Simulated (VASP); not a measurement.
Input of a VASP 6.6.1 run:

INCAR

```
PREC     = Accurate       # precision mode
ENCUT    = 520            # plane-wave cutoff, eV
EDIFF    = 1E-6           # SCF threshold, eV
ISMEAR   = 0              # smearing method
SIGMA    = 0.05           # smearing width, eV
LREAL    = F              # projectors in reciprocal space
LASPH    = T              # aspherical terms in the spheres
NELM     = 100            # most SCF steps
ALGO     = Normal         # electronic algorithm
ISIF     = 2              # what is computed and relaxed
LWAVE    = F              # write WAVECAR
LCHARG   = F              # write CHGCAR
GGA      = CA             # functional
NBANDS   = 24             # bands
```

The input KPOINTS:

```
regular mesh
0
Gamma
  6 6 6
```

POSCAR

```
ScF3
1.0
    4.1729480000      0.0000000000      0.0000000000
    0.0000000000      4.1729480000      0.0000000000
    0.0000000000      0.0000000000      4.0124500000
Sc F
1 3
Direct
    0.0000000000      0.0000000000      0.0000000000
    0.5000000000      0.0000000000      0.0000000000
    0.0000000000      0.5000000000      0.0000000000
    0.0000000000      0.0000000000      0.5000000000
```

Potentials or basis: VASP PAW LDA potentials, release 64 (Sc_sv, F).

The run is started by

```console
$ cat potpaw_LDA.64/Sc_sv/POTCAR potpaw_LDA.64/F/POTCAR > POTCAR
$ mpirun -np 1 vasp_std > vasp.out
```

(1) What does it give for the pressure?

(2) Estimate the band gap on the k mesh.

Results:

(1) -8.3 GPa.

(2) 5.64 eV, indirect (least direct gap 6.12 eV).

Caveat: the cell differs from its parent crystal (strain +0.040 along x and y, +0.000 along z).
